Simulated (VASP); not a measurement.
# C (Pm-3m) in VASP: a series of runs, part 2 of 2

VASP 6.6.1. Earlier steps stand in the parts before.

## (3) Single point, LDA

Contents of INCAR:

```
SYSTEM = C
PREC = Accurate ; ENCUT = 520
EDIFF = 1E-7 ; ISMEAR = -1
SIGMA = 0.1 ; LREAL = .FALSE.
LASPH = .TRUE. ; NELM = 100
ALGO = Normal ; ISIF = 2
LWAVE = .FALSE. ; LCHARG = .TRUE.
GGA = CA ; LELF = .TRUE.
LVHAR = .TRUE. ; NBANDS = 8
```

Contents of KPOINTS:

```
Automatic mesh
0
G
  25 25 25
  0 0 0
```

Contents of POSCAR:

```
C
1.0
    1.5034881817      0.0000000000      0.0000000000
    0.0000000000      1.5034881817      0.0000000000
    0.0000000000      0.0000000000      1.5034881817
C
1
Direct
    0.0000000000      0.0000000000      0.0000000000
```

Potentials or basis: VASP PAW LDA potentials, release 64 (C).

Run with:

```bash
cat potpaw_LDA.64/C/POTCAR > POTCAR
mpirun -np 1 vasp_std > vasp.out
```

OUTCAR:

```text
SYSTEM = C
   PREC = Accurate
   ENCUT = 520
   EDIFF = 1E-7
   ISMEAR = -1
   LREAL = .FALSE.
   LASPH = .TRUE.
   NELM = 100
   ISIF = 2
   GGA = CA

 ion  position               nearest neighbor table
   1  0.000  0.000  0.000-

  LATTYP: Found a simple cubic cell.
 ALAT       =     1.5034881817

  Lattice vectors:

 A1 = (   1.5034881817,   0.0000000000,   0.0000000000)
 A2 = (   0.0000000000,   1.5034881817,   0.0000000000)
 A3 = (   0.0000000000,   0.0000000000,   1.5034881817)

Analysis of symmetry for initial positions (statically):
=====================================================================
 Subroutine PRICEL returns:
 Original cell was already a primitive cell.

 Routine SETGRP: Setting up the symmetry group for a
 simple cubic supercell.

 Subroutine GETGRP returns: Found 48 space group operations
 (whereof 48 operations were pure point group operations)
 out of a pool of 48 trial point group operations.

The static configuration has the point symmetry O_h .

[... 159 lines left out ...]

 val. band max:       21.1719504308   @ k =   0.4800   0.4000   0.2800
 cond. band min:      21.2215860510   @ k =   0.4000   0.3200   0.3200
 fundamental gap:      0.0496356202
 Fermi energy:        21.1814443574

 k-point     1 :       0.0000    0.0000    0.0000
  band No.  band energies     occupation
      1     -10.4011      2.00000
      2      34.2662      0.00000
      3      34.2662      0.00000
      4      34.2662      0.00000
      5      51.8416      0.00000
      6      51.8416      0.00000
      7      66.3517      0.00000
      8      97.0987      0.00000
[... 243 lines left out ...]
 k-point    24 :       0.4400    0.0400    0.0000
  band No.  band energies     occupation
      1      -0.7380      2.00000
      2       6.6995      2.00000
      3      39.3166      0.00000
      4      39.8635      0.00000
      5      59.3439      0.00000
      6      62.9247      0.00000
      7      70.9001      0.00000
      8      71.9976      0.00000

 [... further k-points ...]

------------------------ aborting loop because EDIFF is reached ----------------------------------------

  FORCE on cell =-STRESS in cart. coord.  units (eV):
  Direction    XX          YY          ZZ          XY          YZ          ZX
  --------------------------------------------------------------------------------------
  -------------------------------------------------------------------------------------
  Total        8.3424350      8.3424350      8.3424350     -0.0000000      0.0000000      0.0000000
  in kB     3932.8135688   3932.8135688   3932.8135688     -0.0000000      0.0000000      0.0000000
  external PRESSURE =    3932.8135688 kB  Pullay stress =       0.0000000 kB

 VOLUME and BASIS-vectors are now :
 -----------------------------------------------------------------------------
  energy-cutoff  :      520.00
  volume of cell :        3.40
      direct lattice vectors                 reciprocal lattice vectors
     1.503488182  0.000000000  0.000000000     0.665119960  0.000000000  0.000000000
     0.000000000  1.503488182  0.000000000     0.000000000  0.665119960  0.000000000
     0.000000000  0.000000000  1.503488182     0.000000000  0.000000000  0.665119960

 POSITION                                       TOTAL-FORCE (eV/Angst)
 -----------------------------------------------------------------------------------
      0.00000      0.00000      0.00000         0.000000      0.000000      0.000000
 -----------------------------------------------------------------------------------
    total drift:                               -0.000000     -0.000000     -0.000000

  FREE ENERGIE OF THE ION-ELECTRON SYSTEM (eV)
  ---------------------------------------------------
  free  energy   TOTEN  =        -5.8263184627 eV

  energy  without entropy=       -5.8218234924  energy(sigma->0) =       -5.82407098
```

OSZICAR:

```text
N       E                     dE             d eps       ncg     rms          rms(c)
DAV:   1    -0.496606371899E+01   -0.49661E+01   -0.31034E+03  8656   0.529E+02
DAV:   2    -0.605453926748E+01   -0.10885E+01   -0.10562E+01  9480   0.277E+01
DAV:   3    -0.605531575496E+01   -0.77649E-03   -0.77647E-03  8416   0.735E-01
DAV:   4    -0.605531579661E+01   -0.41653E-07   -0.40487E-07 10464   0.478E-03
DAV:   5    -0.605531579442E+01    0.21898E-08   -0.16192E-11  8248   0.201E-05    0.459E+00
DAV:   6    -0.589022590389E+01    0.16509E+00   -0.83472E-02  8000   0.206E+00    0.285E+00
DAV:   7    -0.582639875871E+01    0.63827E-01   -0.11031E-01  8376   0.238E+00    0.531E-01
DAV:   8    -0.582632419875E+01    0.74560E-04   -0.13332E-04  8008   0.116E-01    0.172E-02
DAV:   9    -0.582631842313E+01    0.57756E-05   -0.96478E-06  8928   0.228E-02    0.906E-03
DAV:  10    -0.582631846268E+01   -0.39544E-07   -0.51587E-08  7816   0.230E-03
   1 F= -.58263185E+01 E0= -.58240710E+01  d E =-.449497E-02
```

stdout:

```text
POSCAR found type information on POSCAR C
 POSCAR found :  1 types and       1 ions
 scaLAPACK will be used
 LDA part: xc-table for (Slater(with rela. corr.)+CA(PZ))
 , standard interpolation
 POSCAR, INCAR and KPOINTS ok, starting setup
 FFT: planning ... GRIDC
 FFT: planning ... GRID_SOFT
 FFT: planning ... GRID
 WAVECAR not read
 entering main loop
```

Wall time 8 s (1 thread of Intel Xeon 8259CL, shared host); peak memory 0.11 GiB.

What came out:

| Property | Result |
| --- | --- |
| Free energy | -5.8263 eV |
| Pressure | 393.3 GPa |
| Band gap on the k mesh | zero (band 2 reaches 34.27 eV, above the bottom of band 3 at 18.55 eV) |

## (4) Relaxation of cell and atoms, LDA, target pressure 390 GPa, at which the enthalpy is minimised

Contents of INCAR:

```
ALGO = Normal
EDIFF = 1E-7
EDIFFG = -0.005
ENCUT = 600
IBRION = 2
ISIF = 3
ISMEAR = -1
LASPH = True
LCHARG = False
LREAL = False
LWAVE = False
NELM = 80
NSW = 32
PREC = Accurate
PSTRESS = 3900.0
SIGMA = 0.1
```

Contents of KPOINTS:

```
k-points
0
Gamma
  25 25 25
```

Contents of POSCAR:

```
C
1.0
    1.5031394341      0.0000000000      0.0000000000
    0.0000000000      1.5031394341      0.0000000000
    0.0000000000      0.0000000000      1.5031394341
C
1
Direct
    0.0000000000      0.0000000000      0.0000000000
```

Run with:

```bash
cat potpaw_LDA.64/C/POTCAR > POTCAR
mpirun -np 1 vasp_std > vasp.out
```

It took 10 s on 1 thread of Intel Xeon 8259CL, shared host; peak memory 0.11 GiB.

Results (log left out):

```yaml
Free_energy: -5.8408 eV
Relaxed_volume: 3.40 Å³/atom
Relaxed_cell: a = 1.504 Å, b = 1.504 Å, c = 1.504 Å, α = 90.00°, β = 90.00°, γ = 90.00°
Space_group_after_relaxing_to_0.05_Å: Pm-3m (No. 221)
Energy_change_on_relaxing_the_enthalpy_is_what_falls: -15.1 meV/atom
Ionic_steps: 3
Pressure_after_relaxing: 390.0 GPa
Band_gap_on_the_k_mesh: zero (band 2 reaches 34.22 eV, above the bottom of band 3 at 18.52 eV)
```

The path:
```
step  energy change (eV)  largest force (eV/Å)  pressure (GPa)  volume (Å³)
   1              0.0000                0.0000          392.91         3.40
   2             -0.0733                0.0000          378.69         3.43
   3             -0.0151                0.0000          390.00         3.40
```

Final structure:
```xyz
1
Lattice="1.5041 0.0000 0.0000 0.0000 1.5041 0.0000 0.0000 0.0000 1.5041" Properties=species:S:1:pos:R:3 pbc="T T T"
C     0.0000    0.0000    0.0000
```

Levels at points of the mesh, in eV from the Fermi level:
```tsv
k point	band 1	band 2	band 3	band 4	band 5	band 6
(0.00, 0.00, 0.00)	-31.56	13.07	13.07	13.07	30.65	30.65
```

Caveat: the cell is relaxed towards a set pressure, so the enthalpy falls and the energy may rise.

## (5) Relaxation of cell and atoms, LDA, target pressure 390 GPa, at which the enthalpy is minimised

This run uses another cell than the first one, of 3.58 Å³/atom, 1.053 times its volume.

Contents of INCAR:

```
ALGO = Normal
EDIFF = 1E-6
EDIFFG = -0.005
ENCUT = 600
IBRION = 2
ISIF = 3
ISMEAR = -1
LASPH = T
LCHARG = F
LREAL = F
LWAVE = F
NELM = 100
NSW = 60
PREC = Accurate
PSTRESS = 3900.0
SIGMA = 0.1
```

KPOINTS is that of step 4.

Contents of POSCAR:

```
C
1.0
    1.5294053710      0.0000000000      0.0000000000
    0.0000000000      1.5294053710      0.0000000000
    0.0000000000      0.0000000000      1.5294053710
C
1
Direct
    0.0000000000      0.0000000000      0.0000000000
```

Run with:

```bash
cat potpaw_LDA.64/C/POTCAR > POTCAR
mpirun -np 1 vasp_std > vasp.out
```

Run time: 21 s. Hardware: 1 thread of Intel Xeon 8259CL, shared host; peak memory 0.11 GiB.

It converged, with:

| Item | Value |
| --- | --- |
| Free energy | -5.8410 eV |
| Relaxed volume | 3.40 Å³/atom |
| Relaxed cell | a = 1.504 Å, b = 1.504 Å, c = 1.504 Å, α = 90.00°, β = 90.00°, γ = 90.00° |
| Space group after relaxing (to 0.05 Å) | Pm-3m (No. 221) |
| Energy change on relaxing (the enthalpy is what falls) | +385.2 meV/atom |
| Ionic steps | 7 |
| Pressure after relaxing | 390.1 GPa |
| Band gap on the k mesh | zero (band 2 reaches 34.23 eV, above the bottom of band 3 at 18.53 eV) |

The path:
| step | energy change (eV) | largest force (eV/Å) | pressure (GPa) | volume (Å³) |
| --- | --- | --- | --- | --- |
| 1 | 0.0000 | 0.0000 | 315.32 | 3.58 |
| 2 | 2.6320 | 0.0000 | 825.15 | 2.78 |
| 3 | 0.3455 | 0.0000 | 382.39 | 3.42 |
| 4 | 0.3799 | 0.0000 | 389.04 | 3.40 |
| 5 | 0.3882 | 0.0000 | 390.56 | 3.40 |
| 6 | 0.3762 | 0.0000 | 388.32 | 3.41 |
| 7 | 0.3852 | 0.0000 | 390.06 | 3.40 |

Final structure:
```
C
1.0
     1.50395    0.00000    0.00000
     0.00000    1.50395    0.00000
     0.00000    0.00000    1.50395
C
1
Cartesian
  0.0000 0.0000 1.5040
```

Levels at points of the mesh, in eV from the Fermi level:
| k point | band 1 | band 2 | band 3 | band 4 | band 5 | band 6 |
| --- | --- | --- | --- | --- | --- | --- |
| (0.00, 0.00, 0.00) | -31.56 | 13.07 | 13.07 | 13.07 | 30.65 | 30.65 |

Caveat: the cell is relaxed towards a set pressure, so the enthalpy falls and the energy may rise.

## (6) Overview

```csv
task,cell,cutoff (eV),gap on the mesh (eV),pressure (GPa)
single point,"a = 1.503 Å, 1 atom",520,none,393.3
relaxation of cell and atoms,"relaxed to 390 GPa from a = 1.503 Å, 1 atom",600,none,390.0
relaxation of cell and atoms,"relaxed to 390 GPa from a = 1.529 Å, 1 atom",600,none,390.1
```

Alike in all rows: level LDA; potentials or basis VASP PAW LDA potentials, release 64 (C); no spin polarisation; k mesh 25 × 25 × 25; smearing fermi-dirac 0.1 eV.

Caveats: the cell is relaxed towards a set pressure, so the enthalpy falls and the energy may rise (some runs).

Absolute energies hang on the potentials; compare differences alone.
